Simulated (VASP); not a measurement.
Crystal: SiC5.

```
CELL_PARAMETERS angstrom
4.95856 0.00000 0.00000
-2.47928 4.29424 0.00000
0.00000 0.00000 4.04061
ATOMIC_POSITIONS crystal
Si 0.00000 0.00000 0.00000
C 0.33333 0.66667 0.00000
C 0.66667 0.33333 0.00000
C 0.50000 0.00000 0.50000
C 0.50000 0.50000 0.50000
C 0.00000 0.50000 0.50000
```

The cell was built from a structure type or drawn by symmetry, and may not be a known phase.

```yaml
Program: VASP 6.6.1
Task: relaxation of cell and atoms
Functional: PBE
Potentials_or_basis: VASP PAW PBE potentials, release 64 (Si, C)
Cutoff: 600 eV
k_mesh: 6 × 6 × 4
Occupations: gaussian, width 0.1 eV
Spin: no spin polarisation
```

At the start: pressure -24.7 GPa; volume 14.34 Å³/atom.

Question: How do energy, volume and symmetry change on relaxing?

Answer: Over 26 steps the energy falls by 1640.4 meV/atom and the volume is 9.71 Å³/atom (-32.3 %); space group P6/mmm (No. 191, to 0.1 Å) before and after.

The path:
```tsv
step	energy change (eV)	largest force (eV/Å)	pressure (GPa)	volume (Å³)
1	0.0000	0.0000	-24.67	86.04
2	-3.5650	0.0000	-18.44	61.37
3	-4.3220	0.0000	-4.79	51.73
4	-4.3457	0.0000	1.08	49.38
5	-4.3479	0.0000	-0.57	49.99
6	-4.5730	0.0000	1.47	48.88
7	-5.6169	0.0000	11.53	45.03
8	-4.1761	0.0000	121.47	35.66
9	-6.2959	0.0000	31.21	41.83
10	-6.2471	0.0000	38.70	40.85
11	-6.3058	0.0000	38.36	40.87
12	-6.4663	0.0000	39.95	40.92
13	-6.7221	0.0000	47.07	40.93
14	-6.9578	0.0000	70.06	40.61
15	-7.3241	0.0000	68.50	41.53
16	-7.7107	0.0000	61.10	44.14
17	-8.2569	0.0000	49.12	45.64
18	-9.3677	0.0000	22.50	50.34
19	-9.4381	0.0000	-15.47	60.66
20	-9.7514	0.0000	0.65	55.55
21	-9.7510	0.0000	1.65	55.31
22	-9.7627	0.0000	1.76	55.48
23	-9.7952	0.0000	2.07	55.98
24	-9.8336	0.0000	2.52	56.96
25	-9.8359	0.0000	2.70	57.29
26	-9.8423	0.0000	-0.37	58.29
```

Final structure:
```
Si C
1.0
     3.34561    0.00000    0.00000
    -1.67281    2.89739    0.00000
     0.00000    0.00000    6.01291
Si C
1 5
Direct
  0.00000 0.00000 0.00000
  0.33333 0.66667 0.00000
  0.66667 0.33333 0.00000
  0.50000 0.00000 0.50000
  0.50000 0.50000 0.50000
  0.00000 0.50000 0.50000
```

Caveat: the k points lie up to 0.36 Å⁻¹ apart in the final cell, too coarse for converged energies and pressures of a metal; the volume moved by over 15 % at a fixed basis, so the end points are rough.
